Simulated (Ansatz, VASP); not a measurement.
**Mg4Ti3N4: VASP beside Ansatz**

Contents of INCAR:

```
SYSTEM = Mg4Ti3N4
PREC = Accurate
ENCUT = 520
EDIFF = 1E-6
ISMEAR = 0
SIGMA = 0.1
LREAL = .FALSE.
LASPH = .TRUE.
NELM = 150
ALGO = Normal
ISIF = 2
LWAVE = .FALSE.
LCHARG = .FALSE.
ISPIN = 2
MAGMOM = 0 0 0 0 -1 1 1 0 0 0 0
LORBIT = 11
LMAXMIX = 4
GGA = PE
NBANDS = 47
```

The input KPOINTS:

```
regular mesh
0
G
  4 4 4
  0 0 0
```

The input POSCAR:

```
Mg4Ti3N4
1.0
    5.1209972500      0.0000000000      0.0000000000
    0.0000000000      5.1209972500      0.0000000000
    0.0000000000      0.0000000000      5.1209972500
Mg Ti N
4 3 4
Direct
    0.2917000000      0.2917000000      0.2917000000
    0.2917000000      0.7083000000      0.7083000000
    0.7083000000      0.2917000000      0.7083000000
    0.7083000000      0.7083000000      0.2917000000
    0.0000000000      0.0000000000      0.5000000000
    0.5000000000      0.0000000000      0.0000000000
    0.0000000000      0.5000000000      0.0000000000
    0.2456870000      0.2456870000      0.7543130000
    0.7543130000      0.7543130000      0.7543130000
    0.2456870000      0.7543130000      0.2456870000
    0.7543130000      0.2456870000      0.2456870000
```

Input for Ansatz:

```yaml
crystal:
  lattice:
    - [5.12099725, 0.0, 0.0]
    - [0.0, 5.12099725, 0.0]
    - [0.0, 0.0, 5.12099725]
  atoms:
    - { symbol: Mg, position: [0.2917, 0.2917, 0.2917] }
    - { symbol: Mg, position: [0.2917, 0.7083, 0.7083] }
    - { symbol: Mg, position: [0.7083, 0.2917, 0.7083] }
    - { symbol: Mg, position: [0.7083, 0.7083, 0.2917] }
    - { symbol: Ti, position: [0.0, 0.0, 0.5], spin: -1.0 }
    - { symbol: Ti, position: [0.5, 0.0, 0.0], spin: 1.0 }
    - { symbol: Ti, position: [0.0, 0.5, 0.0], spin: 1.0 }
    - { symbol: "N", position: [0.245687, 0.245687, 0.754313] }
    - { symbol: "N", position: [0.754313, 0.754313, 0.754313] }
    - { symbol: "N", position: [0.245687, 0.754313, 0.245687] }
    - { symbol: "N", position: [0.754313, 0.245687, 0.245687] }
basis:
  ecutwfc: 420
kpoints:
  mp_grid: { grid: [4, 4, 4] }
hamiltonian:
  xc: pbe
scf:
  occupations: { method: gaussian, width: 0.1 }
  lower_state_search: "off"
output:
  forces: true
  stress: true
  eigenvalues: true
  populations: true
magnetization:
  spin_polarized: true
```

Alike in both runs: task single point; functional PBE; k mesh 4 × 4 × 4; occupations gaussian, width 0.1 eV; collinear spin.

|  | VASP | Ansatz |
| --- | --- | --- |
| version | VASP 6.6.1 | Ansatz 0.2.0 |
| potentials or method | VASP PAW PBE potentials, release 64 (Mg, Ti_sv, N), cutoff 520 eV | scalar-relativistic, plane waves, PAW |
| valence electrons in the cell | 64 | 96 |

Ansatz gave:

* gap on the k mesh at the Fermi level (eV): none
* pressure (GPa): 11.7
* rms of the force components (eV/Å): 1.502
* net moment per atom (μB): 0.00

Task: Which values does VASP return?

Result: gap on the k mesh at the Fermi level (eV): none; pressure (GPa): 11.6; rms of the force components (eV/Å): 1.504; net moment per atom (μB): 0.00.

Atom by atom the forces differ by 0.003 eV/Å (rms over components). A gap of «none» marks a metal or a gap that the smearing closes. VASP's potentials hold 64 valence electrons a cell and Ansatz's 96, so a difference there can come from the potentials and not from the codes. Ansatz's warnings: seeded moment not kept.
